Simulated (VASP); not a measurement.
# Sc (I4/mcm) in VASP: further runs

Runs on Sc. Level: PBEsol+D3(BJ). Tasks: single point.

Program: VASP 6.6.1. These are calculated values, not measurements. Logs are shortened: lines on timing, memory, paths and dates and some standing lists are left out, and cuts for length are marked.

**1. The cell of the first run**

Symmetry: I4/mcm, No. 140, tetragonal system. The conventional cell has a = 6.176 Å, b = 6.176 Å, c = 5.412 Å, α = 90.00°, β = 90.00°, γ = 90.00°. Sc (site symmetry m2m) has 11 Sc at 2.86 to 3.38 Å within 3.8 Å.

**2. Single point, PBEsol+D3(BJ)**

File INCAR:

```
  PREC = Accurate
  ENCUT = 520
  EDIFF = 1E-7
  ISMEAR = -1
  SIGMA = 0.1
  LREAL = False
  LASPH = True
  NELM = 80
  ALGO = Normal
  ISIF = 2
  LWAVE = False
  LCHARG = True
  GGA = PS
  IVDW = 12
  LELF = True
  LVHAR = True
  NBANDS = 30
```

File KPOINTS:

```
Automatic mesh
0
Gamma
  6 6 6
```

File POSCAR:

```
Sc
1.0
   -3.0880123200      3.0880123200      2.7062434700
    3.0880123200     -3.0880123200      2.7062434700
    3.0880123200      3.0880123200     -2.7062434700
Sc
4
Direct
    0.1637304900      0.3362695100      0.5000000000
    0.6637304900      0.1637304900      0.8274609700
    0.3362695100      0.8362695100      0.1725390300
    0.8362695100      0.6637304900      0.5000000000
```

Potentials or basis: VASP PAW PBE potentials, release 64 (Sc_sv).

The run is started by

```sh
$ cat potpaw_PBE.64/Sc_sv/POTCAR > POTCAR
$ mpirun -np 1 vasp_std > vasp.out
```

OUTCAR:

```text
PREC = Accurate
   ENCUT = 520
   EDIFF = 1E-7
   ISMEAR = -1
   LREAL = False
   LASPH = True
   NELM = 80
   ISIF = 2
   GGA = PS
   IVDW = 12
 IVDW          = 12

 ion  position               nearest neighbor table
   1  0.164  0.336  0.500-   4 2.86   4 3.10   4 3.10   3 3.27   2 3.27   3 3.27   2 3.27   2 3.38
                             3 3.38   2 3.38   3 3.38
   2  0.664  0.164  0.827-   3 2.86   3 3.10   3 3.10   4 3.27   1 3.27   1 3.27   4 3.27   4 3.38
                             1 3.38   1 3.38   4 3.38
   3  0.336  0.836  0.173-   2 2.86   2 3.10   2 3.10   4 3.27   1 3.27   4 3.27   1 3.27   1 3.38
                             4 3.38   4 3.38   1 3.38
   4  0.836  0.664  0.500-   1 2.86   1 3.10   1 3.10   2 3.27   3 3.27   3 3.27   2 3.27   2 3.38
                             3 3.38   2 3.38   3 3.38

  LATTYP: Found a body centered tetragonal cell.
 ALAT       =     6.1760246400
 C/A-ratio  =     0.8763706843

  Lattice vectors:

 A1 = (  -3.0880123200,   3.0880123200,   2.7062434700)
 A2 = (   3.0880123200,  -3.0880123200,   2.7062434700)
 A3 = (   3.0880123200,   3.0880123200,  -2.7062434700)

Analysis of symmetry for initial positions (statically):
=====================================================================
 Subroutine PRICEL returns:
 Original cell was already a primitive cell.

 Routine SETGRP: Setting up the symmetry group for a
 body centered tetragonal supercell.

 Subroutine GETGRP returns: Found 16 space group operations
 (whereof  8 operations were pure point group operations)
 out of a pool of 16 trial point group operations.

The static configuration has the point symmetry C_4h.
 The point group associated with its full space group is D_4h.

Analysis of symmetry for dynamics (positions and initial velocities):
=====================================================================
 Subroutine PRICEL returns:
 Original cell was already a primitive cell.

 Routine SETGRP: Setting up the symmetry group for a
 body centered tetragonal supercell.

 Subroutine GETGRP returns: Found 16 space group operations
 (whereof  8 operations were pure point group operations)
 out of a pool of 16 trial point group operations.

The dynamic configuration has the point symmetry C_4h.
 The point group associated with its full space group is D_4h.

 Subroutine INISYM returns: Found 16 space group operations
 (whereof  8 operations are pure point group operations),
 and found     1 'primitive' translations

----------------------------------------------------------------------------------------

                                     Primitive cell

  volume of cell :     103.2250

  direct lattice vectors                    reciprocal lattice vectors
    -3.088012320  3.088012320  2.706243470     0.000000000  0.161916452  0.184757952
     3.088012320 -3.088012320  2.706243470     0.161916452  0.000000000  0.184757952
     3.088012320  3.088012320 -2.706243470     0.161916452  0.161916452  0.000000000

  length of vectors
     5.137644781  5.137644781  5.137644781     0.245667332  0.245667332  0.228984443

  position of ions in fractional coordinates (direct lattice)
     0.163730490  0.336269510  0.500000000
     0.663730490  0.163730490  0.827460970
     0.336269510  0.836269510  0.172539030
     0.836269510  0.663730490  0.500000000

  ion indices of the primitive-cell ions
   primitive index   ion index
                 1           1
                 2           2
                 3           3
                 4           4

----------------------------------------------------------------------------------------

 KPOINTS: Automatic mesh

Automatic generation of k-mesh.
 Grid dimensions read from file:
 generate k-points for:    6    6    6

 Generating k-lattice:

  Cartesian coordinates                     Fractional coordinates (reciprocal lattice)
     0.000000000  0.026986075  0.030792992     0.166666667  0.000000000  0.000000000
     0.026986075  0.000000000  0.030792992     0.000000000  0.166666667  0.000000000
     0.026986075  0.026986075  0.000000000     0.000000000  0.000000000  0.166666667

  Length of vectors
     0.040944555  0.040944555  0.038164074

  Shift w.r.t. Gamma in fractional coordinates (k-lattice)
     0.000000000  0.000000000  0.000000000

 Subroutine IBZKPT returns following result:
 ===========================================

 Found     30 irreducible k-points:

 Following reciprocal coordinates:
            Coordinates               Weight
  0.000000  0.000000  0.000000      1.000000
  0.166667  0.000000  0.000000      8.000000
  0.333333  0.000000  0.000000      8.000000
  0.500000  0.000000 -0.000000      4.000000
  0.166667  0.166667 -0.000000      8.000000
  0.333333  0.166667 -0.000000     16.000000
[... 16 lines left out ...]
 -0.333333 -0.333333  0.166667      8.000000
 -0.166667 -0.333333  0.166667      8.000000
 [... further k-points ...]
[... 54 lines left out ...]
   NGX = 19   NGY = 19   NGZ = 19

 number of electron      44.0000004 magnetization

 Free energy of the ion-electron system (eV)
  ---------------------------------------------------
  ext. energy  EPLUGINS =         0.00000000
  ---------------------------------------------------
  free energy    TOTEN  =       -25.64934054 eV

  energy without entropy =      -25.45222086  energy(sigma->0) =      -25.55078070

 E-fermi :   3.2493     XC(G=0):  -9.7345

 val. band max:        3.2455332416   @ k =   0.5000   0.5000   0.3333
 cond. band min:       3.2783612159   @ k =   0.3333   0.3333   0.1667
 fundamental gap:      0.0328279743
 Fermi energy:         3.2492600628

 k-point     1 :       0.0000    0.0000    0.0000
  band No.  band energies     occupation
      1     -45.9544      2.00000
      2     -45.8876      2.00000
      3     -45.8373      2.00000
      4     -45.8373      2.00000
      5     -24.8197      2.00000
      6     -24.7485      2.00000
[... 22 lines left out ...]
     29       5.2133      0.00000
     30       5.3080      0.00000

 k-point     2 :       0.1667    0.0000    0.0000
  band No.  band energies     occupation
      1     -45.9469      2.00000
      2     -45.8875      2.00000
      3     -45.8418      2.00000
      4     -45.8404      2.00000
      5     -24.8363      2.00000
      6     -24.7797      2.00000
[... 22 lines left out ...]
     29       5.2423      0.00000
     30       5.2572      0.00000

 k-point     3 :       0.3333    0.0000    0.0000
  band No.  band energies     occupation
      1     -45.9273      2.00000
      2     -45.8901      2.00000
      3     -45.8516      2.00000
      4     -45.8478      2.00000
      5     -24.8541      2.00000
      6     -24.8238      2.00000
[... 22 lines left out ...]
     29       5.0210      0.00000
     30       5.1277      0.00000

 k-point     4 :       0.5000    0.0000   -0.0000
  band No.  band energies     occupation
      1     -45.9042      2.00000
      2     -45.9042      2.00000
      3     -45.8543      2.00000
      4     -45.8543      2.00000
      5     -24.8503      2.00000
      6     -24.8503      2.00000
[... 22 lines left out ...]
     29       4.8252      0.00000
     30       4.8252      0.00000

 k-point     5 :       0.1667    0.1667   -0.0000
  band No.  band energies     occupation
      1     -45.9328      2.00000
      2     -45.8873      2.00000
      3     -45.8498      2.00000
      4     -45.8468      2.00000
      5     -24.8654      2.00000
      6     -24.7938      2.00000
[... 22 lines left out ...]
     29       5.1049      0.00000
     30       5.1713      0.00000
[... 526 lines left out ...]
     29       4.8681      0.00000
     30       5.0339      0.00000

 k-point    22 :      -0.1667    0.5000    0.1667
  band No.  band energies     occupation
      1     -45.9011      2.00000
      2     -45.9007      2.00000
      3     -45.8611      2.00000
      4     -45.8540      2.00000
      5     -24.8756      2.00000
      6     -24.7875      2.00000
[... 22 lines left out ...]
     29       4.6732      0.00000
     30       4.9636      0.00000

 k-point    23 :      -0.3333   -0.3333    0.1667
  band No.  band energies     occupation
      1     -45.9037      2.00000
      2     -45.8910      2.00000
      3     -45.8659      2.00000
      4     -45.8563      2.00000
      5     -24.8818      2.00000
      6     -24.7912      2.00000
[... 22 lines left out ...]
     29       4.8450      0.00000
     30       4.9198      0.00000

 k-point    24 :      -0.1667   -0.3333    0.1667
  band No.  band energies     occupation
      1     -45.9199      2.00000
      2     -45.8855      2.00000
      3     -45.8560      2.00000
      4     -45.8555      2.00000
      5     -24.8929      2.00000
      6     -24.7709      2.00000
[... 22 lines left out ...]
     29       4.9493      0.00000
     30       5.0412      0.00000

 [... further k-points ...]

------------------------ aborting loop because EDIFF is reached ----------------------------------------

 Edisp (eV)   -1.52358

 E8    (eV) :    -1.0831

  FORCE on cell =-STRESS in cart. coord.  units (eV):
  Direction    XX          YY          ZZ          XY          YZ          ZX
  --------------------------------------------------------------------------------------
  -------------------------------------------------------------------------------------
  Total      -2.62447    -2.62447    -2.77065     0.00000     0.00000     0.00000
  in kB     -40.73497   -40.73497   -43.00388     0.00000     0.00000     0.00000
  external pressure =      -41.49 kB  Pullay stress =        0.00 kB

 VOLUME and BASIS-vectors are now :
 -----------------------------------------------------------------------------
  energy-cutoff  :      520.00
  volume of cell :      103.23
      direct lattice vectors                 reciprocal lattice vectors
    -3.088012320  3.088012320  2.706243470     0.000000000  0.161916452  0.184757952
     3.088012320 -3.088012320  2.706243470     0.161916452  0.000000000  0.184757952
     3.088012320  3.088012320 -2.706243470     0.161916452  0.161916452  0.000000000

 POSITION                                       TOTAL-FORCE (eV/Angst)
 -----------------------------------------------------------------------------------
      2.07681      1.01120      0.00000        -0.018215      0.018215     -0.000000
      1.01120      4.09922      0.00000         0.018215      0.018215      0.000000
      2.07681     -1.01120      2.70624        -0.018215     -0.018215     -0.000000
      1.01120      2.07681      2.70624         0.018215     -0.018215      0.000000
 -----------------------------------------------------------------------------------
    total drift:                               -0.000018      0.000007      0.000030

  FREE ENERGIE OF THE ION-ELECTRON SYSTEM (eV)
  ---------------------------------------------------
  free  energy   TOTEN  =       -27.1729170292 eV

  energy  without entropy=      -26.9757973489  energy(sigma->0) =      -27.07435719
```

Wall time 89 s (1 thread of Intel Xeon Platinum 8488C (Sapphire Rapids), shared host); peak memory 0.28 GiB.

Results:

* Free energy: -27.1729 eV
* Pressure: -4.1 GPa
* Largest force: 0.026 eV/Å
* Band gap on the k mesh: zero (bands 22 and 23 overlap by 0.59 eV)
* Dispersion energy per atom: -0.381 eV

Forces on the atoms (eV/Å):
```
Sc  -0.018  0.018  0.000
Sc   0.018  0.018  0.000
Sc  -0.018 -0.018  0.000
Sc   0.018 -0.018  0.000
```

Caveat: three body term missing; the cell stands under tension; the PAW data sets were made with another functional, which shifts forces and pressure a little.

**3. Single point, PBEsol+D3(BJ)**

This run uses another cell than the first one, of 26.49 Å³/atom.

File INCAR:

```
PREC = Accurate ; ENCUT = 520
EDIFF = 1E-7 ; ISMEAR = -1
SIGMA = 0.1 ; LREAL = False
LASPH = True ; NELM = 60
ALGO = Normal ; ISIF = 2
LWAVE = False ; LCHARG = True
GGA = PS ; IVDW = 12
LELF = True ; LVHAR = True
NBANDS = 30
```

KPOINTS is that of step 2.

File POSCAR:

```
Sc
1.0
   -3.1152208790      3.1152208790      2.7300882534
    3.1152208790     -3.1152208790      2.7300882534
    3.1152208790      3.1152208790     -2.7300882534
Sc
4
Direct
    0.1637304900      0.3362695100      0.5000000000
    0.6637304900      0.1637304900      0.8274609700
    0.3362695100      0.8362695100      0.1725390300
    0.8362695100      0.6637304900      0.5000000000
```

Potentials or basis: VASP PAW PBE potentials, release 64 (Sc_sv).

The run is started by

```sh
$ cat potpaw_PBE.64/Sc_sv/POTCAR > POTCAR
$ mpirun -np 1 vasp_std > vasp.out
```

Wall time 98 s (1 thread of Intel Xeon Platinum 8488C (Sapphire Rapids), shared host); peak memory 0.28 GiB.

Results (log left out):

- Free energy: -27.0944 eV
- Pressure: -5.1 GPa
- Band gap on the k mesh: zero (bands 22 and 23 overlap by 0.55 eV)
- Dispersion energy per atom: -0.371 eV

Forces in eV/Å, atoms in the order of the input:
```
Sc   0.001 -0.001  0.000
Sc  -0.001 -0.001  0.000
Sc   0.001  0.001  0.000
Sc  -0.001  0.001  0.000
```

Stress tensor (GPa, compression positive):
```
-5.01  0.00  0.00
 0.00 -5.01  0.00
 0.00  0.00 -5.32
```

Levels at points of the mesh, in eV from the Fermi level:
| k point | band 20 | band 21 | band 22 | band 23 | band 24 | band 25 |
| --- | --- | --- | --- | --- | --- | --- |
| (0.00, 0.00, 0.00) | -0.41 | -0.33 | -0.33 | 0.21 | 0.91 | 0.91 |
| (0.50, 0.00, 0.00) | -1.11 | -0.09 | -0.09 | 0.62 | 0.62 | 0.80 |
| (0.50, 0.50, 0.00) | -0.47 | -0.45 | -0.45 | -0.36 | 0.99 | 1.00 |
| (0.50, 0.50, 0.50) | -1.08 | -0.82 | 0.20 | 0.49 | 0.64 | 0.64 |

Caveat: three body term missing; the cell stands under tension; the PAW data sets were made with another functional, which shifts forces and pressure a little.

**4. Single point, PBEsol+D3(BJ)**

This run uses another cell than the first one, of 27.18 Å³/atom.

File INCAR:

```
PREC = Accurate
ENCUT = 520
EDIFF = 1E-6
ISMEAR = -1
SIGMA = 0.1
LREAL = False
LASPH = True
NELM = 80
ALGO = Normal
ISIF = 2
LWAVE = False
LCHARG = False
GGA = PS
IVDW = 12
NBANDS = 30
```

KPOINTS is that of step 3.

File POSCAR:

```
Sc
1.0
   -3.1419622803      3.1419622803      2.7535236336
    3.1419622803     -3.1419622803      2.7535236336
    3.1419622803      3.1419622803     -2.7535236336
Sc
4
Direct
    0.1637304900      0.3362695100      0.5000000000
    0.6637304900      0.1637304900      0.8274609700
    0.3362695100      0.8362695100      0.1725390300
    0.8362695100      0.6637304900      0.5000000000
```

The run is started by

```sh
$ cat potpaw_PBE.64/Sc_sv/POTCAR > POTCAR
$ mpirun -np 1 vasp_std > vasp.out
```

Wall time 79 s (1 thread of Intel Xeon Platinum 8488C (Sapphire Rapids), shared host); peak memory 0.28 GiB.

It converged, with:

| Quantity | Value |
| --- | --- |
| Free energy | -27.0003 eV |
| Pressure | -6.0 GPa |
| Largest force | 0.028 eV/Å |
| Band gap on the k mesh | zero (bands 22 and 23 overlap by 0.52 eV) |
| Dispersion energy per atom | -0.361 eV |

Forces in eV/Å, atoms in the order of the input:
```
Sc   0.020 -0.020  0.000
Sc  -0.020 -0.020  0.000
Sc   0.020  0.020  0.000
Sc  -0.020  0.020  0.000
```

Stress tensor (GPa, compression positive):
```
-5.84  0.00  0.00
 0.00 -5.84  0.00
 0.00  0.00 -6.22
```

Levels at points of the mesh, in eV from the Fermi level:
```csv
k point,band 20,band 21,band 22,band 23,band 24,band 25
"(0.00, 0.00, 0.00)",-0.39,-0.32,-0.32,0.19,0.88,0.88
"(0.50, 0.00, 0.00)",-1.08,-0.08,-0.08,0.59,0.59,0.79
"(0.50, 0.50, 0.00)",-0.45,-0.44,-0.44,-0.35,0.97,0.98
"(0.50, 0.50, 0.50)",-1.12,-0.80,0.17,0.48,0.64,0.64
```

Caveat: three body term missing; the cell stands under tension; the PAW data sets were made with another functional, which shifts forces and pressure a little.

**5. Single point, PBEsol+D3(BJ)**

This run uses another cell than the first one, of 27.87 Å³/atom.

File INCAR:

```
SYSTEM = Sc
PREC = Accurate
ENCUT = 520
EDIFF = 1E-6
ISMEAR = -1
SIGMA = 0.1
LREAL = .FALSE.
LASPH = .TRUE.
NELM = 80
ALGO = Normal
ISIF = 2
LWAVE = .FALSE.
LCHARG = .FALSE.
GGA = PS
IVDW = 12
NBANDS = 30
```

File KPOINTS:

```
regular mesh
0
G
  6 6 6
  0 0 0
```

File POSCAR:

```
Sc
1.0
   -3.1682560741      3.1682560741      2.7765667437
    3.1682560741     -3.1682560741      2.7765667437
    3.1682560741      3.1682560741     -2.7765667437
Sc
4
Direct
    0.1637304900      0.3362695100      0.5000000000
    0.6637304900      0.1637304900      0.8274609700
    0.3362695100      0.8362695100      0.1725390300
    0.8362695100      0.6637304900      0.5000000000
```

The run is started by

```sh
$ cat potpaw_PBE.64/Sc_sv/POTCAR > POTCAR
$ mpirun -np 1 vasp_std > vasp.out
```

It took 77 s on 1 thread of Intel Xeon Platinum 8488C (Sapphire Rapids), shared host; peak memory 0.28 GiB.

The run converged. Its results:

- Free energy: -26.8925 eV
- Pressure: -6.7 GPa
- Largest force: 0.052 eV/Å
- Band gap on the k mesh: zero (bands 22 and 23 overlap by 0.49 eV)
- Dispersion energy per atom: -0.352 eV

Forces in eV/Å, atoms in the order of the input:
```
Sc   0.037 -0.037  0.000
Sc  -0.037 -0.037  0.000
Sc   0.037  0.037  0.000
Sc  -0.037  0.037  0.000
```

Stress tensor (GPa, compression positive):
```
-6.57  0.00  0.00
 0.00 -6.57  0.00
 0.00  0.00 -7.02
```

Levels at points of the mesh, in eV from the Fermi level:
```tsv
k point	band 19	band 20	band 21	band 22	band 23	band 24	band 25	band 26
(0.00, 0.00, 0.00)	-0.56	-0.37	-0.31	-0.31	0.17	0.85	0.85	1.23
(0.50, 0.00, 0.00)	-1.06	-1.06	-0.07	-0.07	0.56	0.56	0.77	0.77
(0.50, 0.50, 0.00)	-0.57	-0.43	-0.42	-0.42	-0.34	0.94	0.96	1.06
(0.50, 0.50, 0.50)	-1.56	-1.15	-0.79	0.14	0.47	0.63	0.63	0.88
```

Caveat: three body term missing; the cell stands under tension; the PAW data sets were made with another functional, which shifts forces and pressure a little.

**6. Overview**

```csv
cell,gap on the mesh (eV),pressure (GPa),largest force (eV/Å)
"a = 5.138 Å, angles 106.1, 106.1, 116.4°, 4 atoms",none,-4.1,0.03
"a = 5.183 Å, angles 106.1, 106.1, 116.4°, 4 atoms",none,-5.1,-
"a = 5.227 Å, angles 106.1, 106.1, 116.4°, 4 atoms",none,-6.0,0.03
"a = 5.271 Å, angles 106.1, 106.1, 116.4°, 4 atoms",none,-6.7,0.05
```

Alike in all rows: task single point; level PBEsol+D3(BJ); potentials or basis VASP PAW PBE potentials, release 64 (Sc_sv); no spin polarisation; k mesh 6 × 6 × 6; cutoff (eV) 520; smearing fermi-dirac 0.1 eV.

Caveats: three body term missing; the cell stands under tension; the PAW data sets were made with another functional, which shifts forces and pressure a little.

Absolute energies hang on the potentials; compare differences alone.

The gap in the log of VASP goes by the Fermi energy; the results here count the filled bands.